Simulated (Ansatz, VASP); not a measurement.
# Ti: VASP beside Ansatz

Contents of INCAR:

```
SYSTEM = Ti
  PREC = Accurate
  ENCUT = 400
  EDIFF = 1E-8
  ISMEAR = -1
  SIGMA = 0.05
  LREAL = .FALSE.
  LASPH = .TRUE.
  NELM = 120
  ALGO = Normal
  ISIF = 2
  LWAVE = .FALSE.
  LCHARG = .FALSE.
  GGA = PE
  LEFG = .TRUE.
  NBANDS = 12
  GGA_COMPAT = .FALSE.
```

KPOINTS

```
Automatic mesh
0
G
  14 14 14
  0 0 0
```

Contents of POSCAR:

```
Ti
1.0
   -1.5917700000      1.6410000000      1.6410000000
    1.6410000000     -1.5917700000      1.6410000000
    1.6410000000      1.6410000000     -1.5917700000
Ti
1
Direct
    0.0000000000      0.0000000000      0.0000000000
```

Input for Ansatz:

```yaml
crystal:
  lattice:
    - [-1.59177, 1.641, 1.641]
    - [1.641, -1.59177, 1.641]
    - [1.641, 1.641, -1.59177]
  atoms:
    - { symbol: Ti, position: [0.0, 0.0, 0.0] }
kpoints:
  mp_grid: { grid: [14, 14, 14] }
scf:
  occupations: { method: fermi_dirac, width: 0.05 }
hamiltonian:
  xc: pbe
  pseudopotentials: { kind: all_electron, datasets: crystal }
output:
  forces: true
  stress: true
  eigenvalues: true
  efg: { contact_densities: true }
```

Change from the starting cell: equal xy, yz and zx shear strains of +3 %, crystal datasets.

Alike in both runs: task electric field gradients; functional PBE; k mesh 14 × 14 × 14; occupations fermi-dirac, width 0.05 eV; no spin polarisation.

```csv
,VASP,Ansatz
version,VASP 6.6.1,Ansatz 0.2.0
potentials or method,"VASP PAW PBE potentials, release 64 (Ti_sv), cutoff 400 eV","all-electron PAW with datasets made for the crystal, scalar-relativistic"
```

```tsv
	VASP	Ansatz	Ansatz less VASP
pressure (GPa)	-3.3	-2.4	+0.88
traceless stress, the component that is largest in VASP (GPa)	-1.34	-1.33	+0.005
size of Vzz on the site where it differs most (V/Å²)	11.3	11.3	-0.03
```

Ansatz ran all-electron here, and VASP with PAW potentials.
